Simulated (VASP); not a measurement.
# Zn (Im-3m) in VASP: single point with LDA

Aim: the single point of Zn with LDA.

All numbers are computed with VASP 6.6.1; they aren't measurements. Logs are shortened: lines on timing, memory, paths and dates and some standing lists are left out, and cuts for length are marked.

### Step 1. The cell of the first run

The structure is cubic, space group Im-3m (No. 229). Conventional cell: a = 3.033 Å, b = 3.033 Å, c = 3.033 Å, α = 90.00°, β = 90.00°, γ = 90.00°. Zn (site symmetry m-3m) has 14 Zn at 2.63 to 3.03 Å within 3.5 Å.

### Step 2. Single point, LDA

Input file INCAR:

```
PREC = Accurate
ENCUT = 520
EDIFF = 1E-6
ISMEAR = -1
SIGMA = 0.1
LREAL = False
LASPH = True
NELM = 60
ALGO = Normal
ISIF = 2
LWAVE = False
LCHARG = False
NBANDS = 12
```

Input file KPOINTS:

```
Automatic mesh
0
Gamma
  18 18 18
```

Input file POSCAR:

```
Zn
1.0
   -1.5164078567      1.5164078567      1.5164078567
    1.5164078567     -1.5164078567      1.5164078567
    1.5164078567      1.5164078567     -1.5164078567
Zn
1
Direct
    0.0000000000      0.0000000000      0.0000000000
```

Potentials or basis: VASP PAW LDA potentials, release 64 (Zn).

Launch:

```
$ cat potpaw_LDA.64/Zn/POTCAR > POTCAR
$ mpirun -np 1 vasp_std > vasp.out
```

OUTCAR:

```text
PREC = Accurate
   ENCUT = 520
   EDIFF = 1E-6
   ISMEAR = -1
   LREAL = False
   LASPH = True
   NELM = 60
   ISIF = 2

 ion  position               nearest neighbor table
   1  0.000  0.000  0.000-

  LATTYP: Found a body centered cubic cell.
 ALAT       =     3.0328157134

  Lattice vectors:

 A1 = (  -1.5164078567,   1.5164078567,   1.5164078567)
 A2 = (   1.5164078567,  -1.5164078567,   1.5164078567)
 A3 = (   1.5164078567,   1.5164078567,  -1.5164078567)

Analysis of symmetry for initial positions (statically):
=====================================================================
 Subroutine PRICEL returns:
 Original cell was already a primitive cell.

 Routine SETGRP: Setting up the symmetry group for a
 body centered cubic supercell.

 Subroutine GETGRP returns: Found 48 space group operations
 (whereof 48 operations were pure point group operations)
 out of a pool of 48 trial point group operations.

The static configuration has the point symmetry O_h .

Analysis of symmetry for dynamics (positions and initial velocities):
=====================================================================
 Subroutine PRICEL returns:
 Original cell was already a primitive cell.

 Routine SETGRP: Setting up the symmetry group for a
 body centered cubic supercell.

 Subroutine GETGRP returns: Found 48 space group operations
 (whereof 48 operations were pure point group operations)
 out of a pool of 48 trial point group operations.

The dynamic configuration has the point symmetry O_h .

 Subroutine INISYM returns: Found 48 space group operations
 (whereof 48 operations are pure point group operations),
 and found     1 'primitive' translations

----------------------------------------------------------------------------------------

                                     Primitive cell

  volume of cell :      13.9479

  direct lattice vectors                    reciprocal lattice vectors
    -1.516407857  1.516407857  1.516407857     0.000000000  0.329726596  0.329726596
     1.516407857 -1.516407857  1.516407857     0.329726596  0.000000000  0.329726596
     1.516407857  1.516407857 -1.516407857     0.329726596  0.329726596  0.000000000

  length of vectors
     2.626495453  2.626495453  2.626495453     0.466303823  0.466303823  0.466303823

  position of ions in fractional coordinates (direct lattice)
     0.000000000  0.000000000  0.000000000

  ion indices of the primitive-cell ions
   primitive index   ion index
                 1           1

----------------------------------------------------------------------------------------

 KPOINTS: Automatic mesh

Automatic generation of k-mesh.
 Grid dimensions read from file:
 generate k-points for:   18   18   18

 Generating k-lattice:

  Cartesian coordinates                     Fractional coordinates (reciprocal lattice)
     0.000000000  0.018318144  0.018318144     0.055555556  0.000000000  0.000000000
     0.018318144  0.000000000  0.018318144     0.000000000  0.055555556  0.000000000
     0.018318144  0.018318144  0.000000000     0.000000000  0.000000000  0.055555556

  Length of vectors
     0.025905768  0.025905768  0.025905768

  Shift w.r.t. Gamma in fractional coordinates (k-lattice)
     0.000000000  0.000000000  0.000000000

 Subroutine IBZKPT returns following result:
 ===========================================

 Found    195 irreducible k-points:

 Following reciprocal coordinates:
            Coordinates               Weight
  0.000000  0.000000  0.000000      1.000000
  0.055556  0.000000  0.000000     12.000000
  0.111111  0.000000  0.000000     12.000000
  0.166667  0.000000  0.000000     12.000000
  0.222222  0.000000  0.000000     12.000000
  0.277778  0.000000  0.000000     12.000000
[... 16 lines left out ...]
  0.333333  0.111111  0.000000     48.000000
  0.388889  0.111111  0.000000     48.000000
 [... further k-points ...]
   k-points           NKPTS =    195   k-points in BZ     NKDIM =    195   number of bands    NBANDS=     12
   number of dos      NEDOS =    301   number of ions     NIONS =      1
   total plane-waves  NPLWV =   8000
   dimension x,y,z NGX =    20 NGY =   20 NGZ =   20
   dimension x,y,z NGXF=    40 NGYF=   40 NGZF=   40
   ions per type =               1
   NGX,Y,Z   is equivalent  to a cutoff of  12.66, 12.66, 12.66 a.u.
   NGXF,Y,Z  is equivalent  to a cutoff of  25.32, 25.32, 25.32 a.u.
 SYSTEM =  unknown system
   PREC   = accura    normal or accurate (medium, high low for compatibility)
   ISTART =      0    job   : 0-new  1-cont  2-samecut
   ICHARG =      2    charge: 1-file 2-atom 10-const
   ISPIN  =      1    spin polarized calculation?
   LNONCOLLINEAR =      F non collinear calculations
   LSORBIT =      F    spin-orbit coupling
   LASPH  =      T    aspherical Exc in radial PAW
   ENCUT  =  520.0 eV  38.22 Ry    6.18 a.u.   4.88  4.88  4.88*2*pi/ulx,y,z
   NELM   =     60;   NELMIN=  2; NELMDL= -5     # of ELM steps
   EDIFF  = 0.1E-05   stopping-criterion for ELM
   LREAL  =      F    real-space projection
   EDIFFG = 0.1E-04   stopping-criterion for IOM
   NSW    =      0    number of steps for IOM
   IBRION =     -1    ionic relax: 0-MD 1-quasi-New 2-CG
   NFREE  =      0    steps in history (QN), initial steepest desc. (CG)
   ISIF   =      2    stress and relaxation
   ISYM   =      2    0-nonsym 1-usesym 2-fastsym
   POTIM  = 0.5000    time-step for ionic-motion
   TEBEG  =    0.0;   TEEND  =   0.0 temperature during run
   PSTRESS=    0.0 pullay stress
   NELECT =      12.0000    total number of electrons
   NUPDOWN=      -1.0000    fix difference up-down
   EMIN   =  10.00;   EMAX   =-10.00  energy-range for DOS
   EFERMI =   0.00;   METHOD = LEGACY
   ISMEAR =    -1;   SIGMA  =   0.10  broadening in eV -4-tet -1-fermi 0-gaus
   EFERMI_NEDOS =   21; number of points for ismear=-14 and -15
   IALGO  =     38    algorithm
   IMIX   =      4    mixing-type and parameters
     AMIX     =   0.40;   BMIX     =  1.00
     AMIX_MAG =   1.60;   BMIX_MAG =  1.00
  volume/ion in A,a.u.               =      13.95        94.12
  Fermi-wavevector in a.u.,A,eV,Ry     =   1.557038  2.942375 32.985522  2.424367
  Thomas-Fermi vector in A             =   2.660747
   LORBIT       =      0    0 simple, 1 ext, 2 COOP (PROOUT), +10 PAW based schemes
   GGA     = CA    functional components
   LHFCALC =     F    Hartree Fock is set to
   AEXX    =    0.0000 exact exchange contribution
   IVDW    =     0    specifies the selected vdW correction
   LEPSILON=     F    determine dielectric tensor
   LRPA    =     F    only Hartree local field effects (RPA)
 non-spin polarized calculation
  energy-cutoff  :      520.00
  volume of cell :       13.95
 maximum number of plane-waves:       394
   NGX =  9   NGY =  9   NGZ =  9

 number of electron      11.9999977 magnetization

 Free energy of the ion-electron system (eV)
  ---------------------------------------------------
  ext. energy  EPLUGINS =         0.00000000
  ---------------------------------------------------
  free energy    TOTEN  =        -1.77861618 eV

  energy without entropy =       -1.76845102  energy(sigma->0) =       -1.77353360

 E-fermi :   3.6881     XC(G=0): -12.3682

 val. band max:        3.6773893462   @ k =   0.3889   0.1667   0.0000
 cond. band min:       3.7128376567   @ k =  -0.3889   0.5000   0.2778
 fundamental gap:      0.0354483105
 Fermi energy:         3.6881203585

 k-point     1 :       0.0000    0.0000    0.0000
  band No.  band energies     occupation
      1      -7.5613      2.00000
      2      -4.5088      2.00000
      3      -4.5088      2.00000
      4      -4.5088      2.00000
      5      -3.9054      2.00000
      6      -3.9054      2.00000
      7      24.1107      0.00000
      8      24.1107      0.00000
      9      24.1107      0.00000
     10      25.3789      0.00000
     11      25.3789      0.00000
     12      25.3789      0.00000

 k-point     2 :       0.0556    0.0000    0.0000
  band No.  band energies     occupation
      1      -7.4566      2.00000
      2      -4.5200      2.00000
      3      -4.5066      2.00000
      4      -4.4814      2.00000
      5      -3.9161      2.00000
      6      -3.9047      2.00000
      7      22.4366      0.00000
      8      23.2476      0.00000
      9      23.5561      0.00000
     10      24.5473      0.00000
     11      24.6349      0.00000
     12      25.1989      0.00000

 k-point     3 :       0.1111    0.0000    0.0000
  band No.  band energies     occupation
      1      -7.1472      2.00000
      2      -4.5521      2.00000
      3      -4.4990      2.00000
      4      -4.4015      2.00000
      5      -3.9431      2.00000
      6      -3.9025      2.00000
      7      19.4577      0.00000
      8      21.7651      0.00000
      9      22.2927      0.00000
     10      23.5306      0.00000
     11      23.9122      0.00000
     12      25.4283      0.00000
[... 286 lines left out ...]
 k-point    23 :       0.3333    0.1111    0.0000
  band No.  band energies     occupation
      1      -5.1644      2.00000
      2      -4.8028      2.00000
      3      -4.0099      2.00000
      4      -3.9494      2.00000
      5      -3.7549      2.00000
      6      -1.4130      2.00000
      7       6.3170      0.00000
      8      13.2982      0.00000
      9      16.5012      0.00000
     10      21.8368      0.00000
     11      24.9276      0.00000
     12      28.4061      0.00000

 k-point    24 :       0.3889    0.1111    0.0000
  band No.  band energies     occupation
      1      -5.1886      2.00000
      2      -4.8321      2.00000
      3      -3.9709      2.00000
      4      -3.9355      2.00000
      5      -3.6654      2.00000
      6       0.0295      2.00000
      7       4.2366      0.00826
      8      12.9525      0.00000
      9      16.1602      0.00000
     10      21.6270      0.00000
     11      24.7823      0.00000
     12      29.6968      0.00000

 [... further k-points ...]

------------------------ aborting loop because EDIFF is reached ----------------------------------------

  FORCE on cell =-STRESS in cart. coord.  units (eV):
  Direction    XX          YY          ZZ          XY          YZ          ZX
  --------------------------------------------------------------------------------------
  -------------------------------------------------------------------------------------
  Total       -0.0915552     -0.0915552     -0.0915552     -0.0000000      0.0000000     -0.0000000
  in kB      -10.5168503    -10.5168503    -10.5168503     -0.0000000      0.0000000     -0.0000000
  external PRESSURE =     -10.5168503 kB  Pullay stress =       0.0000000 kB

 VOLUME and BASIS-vectors are now :
 -----------------------------------------------------------------------------
  energy-cutoff  :      520.00
  volume of cell :       13.95
      direct lattice vectors                 reciprocal lattice vectors
    -1.516407857  1.516407857  1.516407857     0.000000000  0.329726596  0.329726596
     1.516407857 -1.516407857  1.516407857     0.329726596  0.000000000  0.329726596
     1.516407857  1.516407857 -1.516407857     0.329726596  0.329726596  0.000000000

 POSITION                                       TOTAL-FORCE (eV/Angst)
 -----------------------------------------------------------------------------------
      0.00000      0.00000      0.00000         0.000000      0.000000      0.000000
 -----------------------------------------------------------------------------------
    total drift:                                0.000000     -0.000000      0.000000

  FREE ENERGIE OF THE ION-ELECTRON SYSTEM (eV)
  ---------------------------------------------------
  free  energy   TOTEN  =        -1.7786161842 eV

  energy  without entropy=       -1.7684510186  energy(sigma->0) =       -1.77353360
```

Wall time 42 s (1 thread of Intel Xeon 8259CL, shared host); peak memory 0.14 GiB.

Results:

| Property | Result |
| --- | --- |
| Free energy | -1.7786 eV |
| Pressure | -1.1 GPa |
| Band gap on the k mesh | zero (band 6 reaches 7.94 eV, above the bottom of band 7 at 2.78 eV) |
